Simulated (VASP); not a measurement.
A run of VASP 6.6.1 is set up as follows.

File INCAR:

```
PREC = Accurate
ENCUT = 520
EDIFF = 1E-6
ISMEAR = -1
SIGMA = 0.1
LREAL = False
LASPH = True
NELM = 80
ALGO = Normal
ISIF = 2
LWAVE = False
LCHARG = False
GGA = PE
NBANDS = 25
```

The input KPOINTS:

```
regular mesh
0
Gamma
  7 7 10
```

File POSCAR:

```
SiO2
1.0
    4.1323008777      0.0000000000      0.0000000000
    0.0000000000      4.1323008777      0.0000000000
    0.0000000000      0.0000000000      2.6578804529
Si O
2 4
Direct
    0.0000000000      0.0000000000      0.0000000000
    0.5000000000      0.5000000000      0.5000000000
    0.3045283090      0.3045283090      0.0000000000
    0.6954716910      0.6954716910      0.0000000000
    0.8045283090      0.1954716910      0.5000000000
    0.1954716910      0.8045283090      0.5000000000
```

Potentials or basis: VASP PAW PBE potentials, release 64 (Si, O).

Command:

```bash
$ cat potpaw_PBE.64/Si/POTCAR potpaw_PBE.64/O/POTCAR > POTCAR
$ mpirun -np 1 vasp_std > vasp.out
```

Problem. Estimate the band gap on the k mesh.

Solution. 5.99 eV, direct.

Problem. Estimate the largest force.

Solution. 0.015 eV/Å.

Problem. Predict the pressure.

Solution. 19.2 GPa.

Forces on the atoms (eV/Å):
```
Si   0.000  0.000  0.000
Si   0.000  0.000  0.000
O   -0.011 -0.011  0.000
O    0.011  0.011  0.000
O   -0.011  0.011  0.000
O    0.011 -0.011  0.000
```

 A k mesh can miss the band edges.
